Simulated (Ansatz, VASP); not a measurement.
Two plane-wave programs on Hf

File INCAR:

```
SYSTEM = Hf
PREC     = Accurate       ! precision mode
ENCUT    = 520            ! plane-wave cutoff, eV
EDIFF    = 1E-8           ! SCF threshold, eV
ISMEAR   = -1             ! smearing method
SIGMA    = 0.05           ! smearing width, eV
LREAL    = .FALSE.        ! projectors in reciprocal space
LASPH    = .TRUE.         ! aspherical terms in the spheres
NELM     = 80             ! most SCF steps
ALGO     = Normal         ! electronic algorithm
ISIF     = 2              ! what is computed and relaxed
LWAVE    = .FALSE.        ! write WAVECAR
LCHARG   = .FALSE.        ! write CHGCAR
GGA      = PE             ! functional
LEFG     = .TRUE.       
NBANDS   = 17             ! bands
```

Contents of KPOINTS:

```
Automatic mesh
0
G
  13 13 7
  0 0 0
```

Contents of POSCAR:

```
Hf
1.0
    3.1966985242     -0.0479504779     -0.0479504779
   -1.6398755940      2.7923973691     -0.0175510930
   -0.0758670000     -0.0758670000      5.0578000000
Hf
2
Direct
    0.3333333333      0.6666666667      0.2500000000
    0.6666666667      0.3333333333      0.7500000000
```

Input for Ansatz:

```yaml
crystal:
  lattice:
    - [3.1966985242, -0.0479504779, -0.0479504779]
    - [-1.639875594, 2.7923973691, -0.017551093]
    - [-0.075867, -0.075867, 5.0578]
  atoms:
    - { symbol: Hf, position: [0.3333333333, 0.6666666667, 0.25] }
    - { symbol: Hf, position: [0.6666666667, 0.3333333333, 0.75] }
kpoints:
  mp_grid: { grid: [13, 13, 7] }
scf:
  occupations: { method: fermi_dirac, width: 0.05 }
hamiltonian:
  xc: pbe
  pseudopotentials: { kind: paw }
output:
  forces: true
  stress: true
  eigenvalues: true
  efg: { contact_densities: true }
  write_density: true
  write_potential: true
  elf: true
  volumetric_format: npy
```

Change from the starting cell: equal xy, yz and zx shear strains of -3 %, PAW files.

Alike in both runs: task electric field gradients; functional PBE; k mesh 13 × 13 × 7; occupations fermi-dirac, width 0.05 eV; no spin polarisation.

|  | VASP | Ansatz |
| --- | --- | --- |
| version | VASP 6.6.1 | Ansatz 0.2.0 |
| potentials or method | VASP PAW PBE potentials, release 64 (Hf_pv) | PAW with Ansatz's default frozen-core files, scalar-relativistic |
| plane-wave cutoff (eV) | 520 | 420 |
| valence electrons in the cell | 20 | 52 |

Ansatz gave:

| Property | Result |
| --- | --- |
| pressure (GPa) | 0.8 |
| traceless stress, the component that is largest in VASP (GPa) | 2.15 |
| rms of the force components (eV/Å) | 0.053 |
| size of Vzz on the site where it differs most (V/Å²) | 94.9 |

Question: What did VASP give for the same quantities?

Answer: Pressure (GPa): 0.4; traceless stress, the component that is largest in VASP (GPa): 2.15; rms of the force components (eV/Å): 0.052; size of Vzz on the site where it differs most (V/Å²): 85.7.

Atom by atom the forces differ by 0.001 eV/Å (rms over components). VASP's potentials hold 20 valence electrons a cell and Ansatz's 52, so a difference there can come from the potentials and not from the codes.

Spin-orbit coupling is off throughout.
